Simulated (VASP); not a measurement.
# CdRe3 (Pm-3m) in VASP: a series of runs

The runs below take CdRe3 through single point, with r2SCAN+D3(BJ).

All numbers are computed with VASP 6.6.1; they aren't measurements. Logs are shortened: lines on timing, memory, paths and dates and some standing lists are left out, and cuts for length are marked.

## 1. The cell of the first run

It takes space group Pm-3m (No. 221, cubic). The conventional cell has a = 3.950 Å, b = 3.950 Å, c = 3.950 Å, α = 90.00°, β = 90.00°, γ = 90.00°. Cd (site symmetry m-3m) has 12 Re at 2.79 Å within 3.7 Å. Re (site symmetry 4/mmm) has 4 Cd at 2.79 Å and 8 Re at 2.79 Å within 3.7 Å.

## 2. Single point, r2SCAN+D3(BJ)

The input, POSCAR:

```
CdRe3
1.0
    3.9496780446      0.0000000000      0.0000000000
    0.0000000000      3.9496780446      0.0000000000
    0.0000000000      0.0000000000      3.9496780446
Cd Re
1 3
Direct
    0.0000000000      0.0000000000      0.0000000000
    0.0000000000      0.5000000000      0.5000000000
    0.5000000000      0.0000000000      0.5000000000
    0.5000000000      0.5000000000      0.0000000000
```

The input, INCAR.step1:

```
PREC = Accurate
ENCUT = 520
ISMEAR = 1
SIGMA = 0.1
LREAL = False
LASPH = True
NELM = 100
NBANDS = 24
GGA = PE
ALGO = Normal
EDIFF = 1E-4
LWAVE = True
LCHARG = False
```

The input, INCAR.step2:

```
PREC = Accurate
ENCUT = 520
EDIFF = 1E-7
ISMEAR = 1
SIGMA = 0.1
LREAL = False
LASPH = True
NELM = 100
ALGO = Normal
ISIF = 2
LWAVE = False
LCHARG = False
METAGGA = R2SCAN
LMIXTAU = True
IVDW = 12
VDW_S6 = 1.0
VDW_S8 = 0.78981345
VDW_A1 = 0.49484001
VDW_A2 = 5.73083694
NBANDS = 24
ISTART = 1
```

The input, KPOINTS:

```
Automatic mesh
0
Gamma
  6 6 6
```

Potentials or basis: VASP PAW PBE potentials, release 64 (Cd, Re).

The run is started by

```sh
$ cat potpaw_PBE.64/Cd/POTCAR potpaw_PBE.64/Re/POTCAR > POTCAR
$ cp INCAR.step1 INCAR
$ mpirun -np 1 vasp_std > vasp.out
$ cp INCAR.step2 INCAR
$ mpirun -np 1 vasp_std > vasp.out
```

OUTCAR:

```text
PREC = Accurate
   ENCUT = 520
   EDIFF = 1E-7
   ISMEAR = 1
   LREAL = False
   LASPH = True
   NELM = 100
   ISIF = 2
   METAGGA = R2SCAN
   IVDW = 12
   ISTART = 1
 IVDW          = 12

 ion  position               nearest neighbor table
   1  0.000  0.000  0.000-   2 2.79   3 2.79   4 2.79   2 2.79   3 2.79   2 2.79   4 2.79   2 2.79
                             3 2.79   4 2.79   3 2.79   4 2.79
   2  0.000  0.500  0.500-   1 2.79   3 2.79   4 2.79   1 2.79   4 2.79   1 2.79   3 2.79   1 2.79
                             3 2.79   4 2.79   4 2.79   3 2.79
   3  0.500  0.000  0.500-   1 2.79   2 2.79   4 2.79   1 2.79   4 2.79   2 2.79   4 2.79   4 2.79
                             1 2.79   2 2.79   1 2.79   2 2.79
   4  0.500  0.500  0.000-   1 2.79   2 2.79   3 2.79   2 2.79   3 2.79   1 2.79   3 2.79   3 2.79
                             1 2.79   2 2.79   2 2.79   1 2.79

  LATTYP: Found a simple cubic cell.
 ALAT       =     3.9496780446

  Lattice vectors:

 A1 = (   3.9496780446,   0.0000000000,   0.0000000000)
 A2 = (   0.0000000000,   3.9496780446,   0.0000000000)
 A3 = (   0.0000000000,   0.0000000000,   3.9496780446)

Analysis of symmetry for initial positions (statically):
=====================================================================
 Subroutine PRICEL returns:
 Original cell was already a primitive cell.

 Routine SETGRP: Setting up the symmetry group for a
 simple cubic supercell.

 Subroutine GETGRP returns: Found 48 space group operations
 (whereof 48 operations were pure point group operations)
 out of a pool of 48 trial point group operations.

The static configuration has the point symmetry O_h .

Analysis of symmetry for dynamics (positions and initial velocities):
=====================================================================
 Subroutine PRICEL returns:
 Original cell was already a primitive cell.

 Routine SETGRP: Setting up the symmetry group for a
 simple cubic supercell.

 Subroutine GETGRP returns: Found 48 space group operations
 (whereof 48 operations were pure point group operations)
 out of a pool of 48 trial point group operations.

The dynamic configuration has the point symmetry O_h .

 Subroutine INISYM returns: Found 48 space group operations
 (whereof 48 operations are pure point group operations),
 and found     1 'primitive' translations

----------------------------------------------------------------------------------------

                                     Primitive cell

  volume of cell :      61.6148

  direct lattice vectors                    reciprocal lattice vectors
     3.949678045  0.000000000  0.000000000     0.253185194  0.000000000  0.000000000
     0.000000000  3.949678045  0.000000000     0.000000000  0.253185194  0.000000000
     0.000000000  0.000000000  3.949678045     0.000000000  0.000000000  0.253185194

  length of vectors
     3.949678045  3.949678045  3.949678045     0.253185194  0.253185194  0.253185194

  position of ions in fractional coordinates (direct lattice)
     0.000000000  0.000000000  0.000000000
     0.000000000  0.500000000  0.500000000
     0.500000000  0.000000000  0.500000000
     0.500000000  0.500000000  0.000000000

  ion indices of the primitive-cell ions
   primitive index   ion index
                 1           1
                 2           2
                 3           3
                 4           4

----------------------------------------------------------------------------------------

 KPOINTS: Automatic mesh

Automatic generation of k-mesh.
 Grid dimensions read from file:
 generate k-points for:    6    6    6

 Generating k-lattice:

  Cartesian coordinates                     Fractional coordinates (reciprocal lattice)
     0.042197532  0.000000000  0.000000000     0.166666667  0.000000000  0.000000000
     0.000000000  0.042197532  0.000000000     0.000000000  0.166666667  0.000000000
     0.000000000  0.000000000  0.042197532     0.000000000  0.000000000  0.166666667

  Length of vectors
     0.042197532  0.042197532  0.042197532

  Shift w.r.t. Gamma in fractional coordinates (k-lattice)
     0.000000000  0.000000000  0.000000000

 Subroutine IBZKPT returns following result:
 ===========================================

 Found     20 irreducible k-points:

 Following reciprocal coordinates:
            Coordinates               Weight
  0.000000  0.000000  0.000000      1.000000
  0.166667  0.000000  0.000000      6.000000
  0.333333  0.000000  0.000000      6.000000
  0.500000  0.000000  0.000000      3.000000
  0.166667  0.166667  0.000000     12.000000
  0.333333  0.166667  0.000000     24.000000
[... 12 lines left out ...]
  0.500000  0.500000  0.333333      6.000000
  0.500000  0.500000  0.500000      1.000000
   k-points           NKPTS =     20   k-points in BZ     NKDIM =     20   number of bands    NBANDS=     24
   number of dos      NEDOS =    301   number of ions     NIONS =      4
   total plane-waves  NPLWV =  27000
   dimension x,y,z NGX =    30 NGY =   30 NGZ =   30
   dimension x,y,z NGXF=    60 NGYF=   60 NGZF=   60
   ions per type =               1   3
   NGX,Y,Z   is equivalent  to a cutoff of  12.63, 12.63, 12.63 a.u.
   NGXF,Y,Z  is equivalent  to a cutoff of  25.25, 25.25, 25.25 a.u.
 SYSTEM =  unknown system
   PREC   = accura    normal or accurate (medium, high low for compatibility)
   ISTART =      1    job   : 0-new  1-cont  2-samecut
   ICHARG =      0    charge: 1-file 2-atom 10-const
   ISPIN  =      1    spin polarized calculation?
   LNONCOLLINEAR =      F non collinear calculations
   LSORBIT =      F    spin-orbit coupling
   LASPH  =      T    aspherical Exc in radial PAW
   ENCUT  =  520.0 eV  38.22 Ry    6.18 a.u.   7.34  7.34  7.34*2*pi/ulx,y,z
   NELM   =    100;   NELMIN=  2; NELMDL=  0     # of ELM steps
   EDIFF  = 0.1E-06   stopping-criterion for ELM
   LREAL  =      F    real-space projection
   EDIFFG = 0.1E-05   stopping-criterion for IOM
   NSW    =      0    number of steps for IOM
   IBRION =     -1    ionic relax: 0-MD 1-quasi-New 2-CG
   NFREE  =      0    steps in history (QN), initial steepest desc. (CG)
   ISIF   =      2    stress and relaxation
   ISYM   =      2    0-nonsym 1-usesym 2-fastsym
   POTIM  = 0.5000    time-step for ionic-motion
   TEBEG  =    0.0;   TEEND  =   0.0 temperature during run
   PSTRESS=    0.0 pullay stress
   NELECT =      33.0000    total number of electrons
   NUPDOWN=      -1.0000    fix difference up-down
   EMIN   =  10.00;   EMAX   =-10.00  energy-range for DOS
   EFERMI =   0.00;   METHOD = LEGACY
   ISMEAR =     1;   SIGMA  =   0.10  broadening in eV -4-tet -1-fermi 0-gaus
   EFERMI_NEDOS =   21; number of points for ismear=-14 and -15
   IALGO  =     38    algorithm
   IMIX   =      4    mixing-type and parameters
     AMIX     =   0.40;   BMIX     =  1.00
     AMIX_MAG =   1.60;   BMIX_MAG =  1.00
  volume/ion in A,a.u.               =      15.40       103.95
  Fermi-wavevector in a.u.,A,eV,Ry     =   1.329488  2.512368 24.048822  1.767539
  Thomas-Fermi vector in A             =   2.458647
   LORBIT       =      0    0 simple, 1 ext, 2 COOP (PROOUT), +10 PAW based schemes
   METAGGA = R2SCAN    functional components
   LHFCALC =     F    Hartree Fock is set to
   AEXX    =    0.0000 exact exchange contribution
   IVDW    =    12    specifies the selected vdW correction
   LEPSILON=     F    determine dielectric tensor
   LRPA    =     F    only Hartree local field effects (RPA)
 non-spin polarized calculation
 Methfessel and Paxton  Order N= 1 SIGMA  =   0.10
  energy-cutoff  :      520.00
  volume of cell :       61.61
 maximum number of plane-waves:      1675
 NGX is ok and might be reduce to    30
   NGX = 15   NGY = 15   NGZ = 15

 number of electron      33.0000015 magnetization

 Free energy of the ion-electron system (eV)
  ---------------------------------------------------
  ext. energy  EPLUGINS =         0.00000000
  ---------------------------------------------------
  free energy    TOTEN  =      -174.34744391 eV

  energy without entropy =     -174.34552444  energy(sigma->0) =     -174.34680409

 E-fermi :   7.2053     XC(G=0): -14.5271

 val. band max:        7.1436005288   @ k =   0.5000   0.3333   0.1667
 cond. band min:       7.2093908720   @ k =   0.1667   0.0000   0.0000
 fundamental gap:      0.0657903432
 Fermi energy:         7.2053350853

 k-point     1 :       0.0000    0.0000    0.0000
  band No.  band energies     occupation
      1      -3.8172      2.00000
      2      -3.3650      2.00000
      3      -3.3650      2.00000
      4      -3.0813      2.00000
      5      -3.0813      2.00000
      6      -3.0813      2.00000
[... 16 lines left out ...]
     23      11.1721      0.00000
     24      11.1721      0.00000

 k-point     2 :       0.1667    0.0000    0.0000
  band No.  band energies     occupation
      1      -3.4355      2.00000
      2      -3.2719      2.00000
      3      -3.2271      2.00000
      4      -3.0492      2.00000
      5      -2.9997      2.00000
      6      -2.9997      2.00000
[... 16 lines left out ...]
     23      11.6585      0.00000
     24      11.6585      0.00000

 k-point     3 :       0.3333    0.0000    0.0000
  band No.  band energies     occupation
      1      -3.0850      2.00000
      2      -3.0278      2.00000
      3      -2.9834      2.00000
      4      -2.8248      2.00000
      5      -2.8248      2.00000
      6      -2.2406      2.00000
[... 16 lines left out ...]
     23      13.5247      0.00000
     24      13.5247      0.00000
[... 406 lines left out ...]
 k-point    19 :       0.5000    0.5000    0.3333
  band No.  band energies     occupation
      1      -3.2489      2.00000
      2      -3.1830      2.00000
      3      -3.1830      2.00000
      4      -2.6023      2.00000
      5      -2.5158      2.00000
      6      -0.3286      2.00000
[... 16 lines left out ...]
     23      10.8268      0.00000
     24      10.8268      0.00000

 k-point    20 :       0.5000    0.5000    0.5000
  band No.  band energies     occupation
      1      -3.3037      2.00000
      2      -3.3037      2.00000
      3      -3.3037      2.00000
      4      -2.5446      2.00000
      5      -2.5446      2.00000
      6      -0.5787      2.00000
[... 16 lines left out ...]
     23      10.4258      0.00000
     24      10.4258      0.00000

------------------------ aborting loop because EDIFF is reached ----------------------------------------

 Edisp (eV)   -1.17769

 E8    (eV) :    -0.4636

  FORCE on cell =-STRESS in cart. coord.  units (eV):
  Direction    XX          YY          ZZ          XY          YZ          ZX
  --------------------------------------------------------------------------------------
  -------------------------------------------------------------------------------------
  Total      -0.11014    -0.11014    -0.11014     0.00000     0.00000     0.00000
  in kB      -2.86396    -2.86396    -2.86396     0.00000     0.00000     0.00000
  external pressure =       -2.86 kB  Pullay stress =        0.00 kB

 VOLUME and BASIS-vectors are now :
 -----------------------------------------------------------------------------
  energy-cutoff  :      520.00
  volume of cell :       61.61
      direct lattice vectors                 reciprocal lattice vectors
     3.949678045  0.000000000  0.000000000     0.253185194  0.000000000  0.000000000
     0.000000000  3.949678045  0.000000000     0.000000000  0.253185194  0.000000000
     0.000000000  0.000000000  3.949678045     0.000000000  0.000000000  0.253185194

 POSITION                                       TOTAL-FORCE (eV/Angst)
 -----------------------------------------------------------------------------------
      0.00000      0.00000      0.00000         0.000000      0.000000      0.000000
      0.00000      1.97484      1.97484         0.000000      0.000000      0.000000
      1.97484      0.00000      1.97484         0.000000      0.000000      0.000000
      1.97484      1.97484      0.00000         0.000000      0.000000      0.000000
 -----------------------------------------------------------------------------------
    total drift:                               -0.000000      0.000000     -0.000000

  FREE ENERGIE OF THE ION-ELECTRON SYSTEM (eV)
  ---------------------------------------------------
  free  energy   TOTEN  =      -175.5251326116 eV

  energy  without entropy=     -175.5232131428  energy(sigma->0) =     -175.52449279
```

It used 220 s of CPU time on 1 thread of AMD EPYC 7R13 Processor (Zen 3) (shared host).

What came out:

* Free energy: -175.5251 eV
* Pressure: -0.3 GPa
* Dispersion energy per atom: -0.294 eV

Caveat: three body term missing; the PAW data sets were made with another functional, which shifts forces and pressure a little; spin-orbit coupling is left out, which moves the levels of the heavy elements; pairwise dispersion overbinds metals, which lowers pressure and volume.

## 3. Single point, r2SCAN+D3(BJ)

This run uses another cell than the first one, of 18.92 Å³/atom, 1.228 times its volume.

The input, POSCAR:

```
CdRe3
1.0
    4.2300000000      0.0000000000      0.0000000000
    0.0000000000      4.2300000000      0.0000000000
    0.0000000000      0.0000000000      4.2300000000
Cd Re
1 3
Direct
    0.0000000000      0.0000000000      0.0000000000
    0.0000000000      0.5000000000      0.5000000000
    0.5000000000      0.0000000000      0.5000000000
    0.5000000000      0.5000000000      0.0000000000
```

The input, INCAR.step1:

```
PREC = Accurate ; ENCUT = 520
ISMEAR = 1 ; SIGMA = 0.1
LREAL = False ; LASPH = True
NELM = 80 ; NBANDS = 24
GGA = PE ; ALGO = Normal
EDIFF = 1E-4 ; LWAVE = True
LCHARG = False
```

The input, INCAR.step2:

```
PREC = Accurate ; ENCUT = 520
EDIFF = 1E-6 ; ISMEAR = 1
SIGMA = 0.1 ; LREAL = False
LASPH = True ; NELM = 80
ALGO = Normal ; ISIF = 2
LWAVE = False ; LCHARG = True
METAGGA = R2SCAN ; LMIXTAU = True
IVDW = 12 ; VDW_S6 = 1.0
VDW_S8 = 0.78981345 ; VDW_A1 = 0.49484001
VDW_A2 = 5.73083694 ; LELF = True
LVHAR = True ; NBANDS = 24
ISTART = 1
```

The input, KPOINTS:

```
regular mesh
0
Gamma
  6 6 6
```

Potentials or basis: VASP PAW PBE potentials, release 64 (Cd, Re).

The run is started by

```sh
$ cat potpaw_PBE.64/Cd/POTCAR potpaw_PBE.64/Re/POTCAR > POTCAR
$ cp INCAR.step1 INCAR
$ mpirun -np 1 vasp_std > vasp.out
$ cp INCAR.step2 INCAR
$ mpirun -np 1 vasp_std > vasp.out
```

It used 200 s of CPU time on 1 thread of AMD EPYC 7R13 Processor (Zen 3), with other jobs on the host.

The run converged. Its results:

```
Free energy                : -173.5040 eV
Pressure                   : -37.5 GPa
Dispersion energy per atom : -0.239 eV
```

Levels at points of the mesh, in eV from the Fermi level:
```csv
k point,band 14,band 15,band 16,band 17,band 18,band 19
"(0.00, 0.00, 0.00)",0.14,0.14,1.01,1.01,1.01,1.41
"(0.50, 0.00, 0.00)",-1.66,-1.33,-0.53,-0.38,-0.13,-0.06
"(0.50, 0.50, 0.00)",-1.45,-1.45,-0.64,-0.45,-0.45,-0.04
"(0.50, 0.50, 0.50)",-1.13,-1.13,-0.30,-0.03,-0.03,-0.03
```

Caveat: three body term missing; the PAW data sets were made with another functional, which shifts forces and pressure a little; spin-orbit coupling is left out, which moves the levels of the heavy elements; pairwise dispersion overbinds metals, which lowers pressure and volume.
